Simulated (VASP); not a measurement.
Wanted: the native input for a VASP 6.6.1 run.

- Task: single point
- Functional: PBE
- Potentials or basis: VASP PAW PBE potentials, release 64 (Rh_pv)
- Cutoff: 520 eV
- k mesh: 15 × 15 × 8
- Occupations: gaussian, width 0.05 eV
- Spin: no spin polarisation
- Dipole correction: no
- Further INCAR settings: ALGO = Normal; EDIFF = 1e-06; NBANDS = 22

The structure of Rh lies in POSCAR:

```
Rh
1.0
    2.7309790422      0.0000000000      0.0000000000
   -1.3654895211      2.3650972278      0.0000000000
    0.0000000000      0.0000000000      4.4284890000
Rh
2
Direct
    0.6666666700      0.3333333300      0.7500000000
    0.3333333300      0.6666666700      0.2500000000
```

The input as run:

INCAR

```
  PREC = Accurate
  ENCUT = 520
  EDIFF = 1E-6
  ISMEAR = 0
  SIGMA = 0.05
  LREAL = False
  LASPH = True
  NELM = 100
  ALGO = Normal
  ISIF = 2
  LWAVE = False
  LCHARG = True
  GGA = PE
  LELF = True
  LVHAR = True
  NBANDS = 22
```

KPOINTS

```
regular mesh
0
Gamma
  15 15 8
```

Potentials or basis: VASP PAW PBE potentials, release 64 (Rh_pv).

Launch:

```console
$ cat potpaw_PBE.64/Rh_pv/POTCAR > POTCAR
$ mpirun -np 1 vasp_std > vasp.out
```

Results of the run:

```yaml
Pressure: -3.6 GPa
Band_gap_on_the_k_mesh: zero (band 15 reaches 11.85 eV, above the bottom of band 16 at 9.69 eV)
```

It took 41 s on 1 thread of Intel(R) Xeon(R) Platinum 8488C (Sapphire Rapids), with other jobs on the host, peak memory 0.18 GiB.
